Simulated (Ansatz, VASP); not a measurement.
**Two plane-wave programs on LiH**

```xyz
2
Lattice="0.0000 2.0278 2.0278 2.0278 0.0000 2.0278 2.0278 2.0278 0.0000" Properties=species:S:1:pos:R:3 pbc="T T T"
Li    0.0000    0.0000    0.0000
H     2.0278    2.0278    2.0278
```

Alike in both runs: functional r2SCAN; k mesh 12 × 12 × 12; occupations fermi-dirac, width 0.02 eV; no spin polarisation.

Ansatz relaxed the structure, and its values are those at the end. VASP's run is a single point on that final structure, the one shown.

```csv
,VASP,Ansatz
version,VASP 6.6.1,Ansatz 0.2.0
potentials or method,"VASP PAW PBE potentials, release 64 (Li_sv, H), cutoff 520 eV",PAW plane waves
valence electrons in the cell,4,4
```

|  | VASP | Ansatz | Ansatz less VASP |
| --- | --- | --- | --- |
| gap on the k mesh at the Fermi level (eV) | 3.60 | 3.65 | +0.052 |

VASP's potentials were made for PBE, not for r2SCAN. Ansatz's warnings: stress scf threshold loose.

Noted on VASP's run: the cutoff is short for stress, so the pressure is rough.
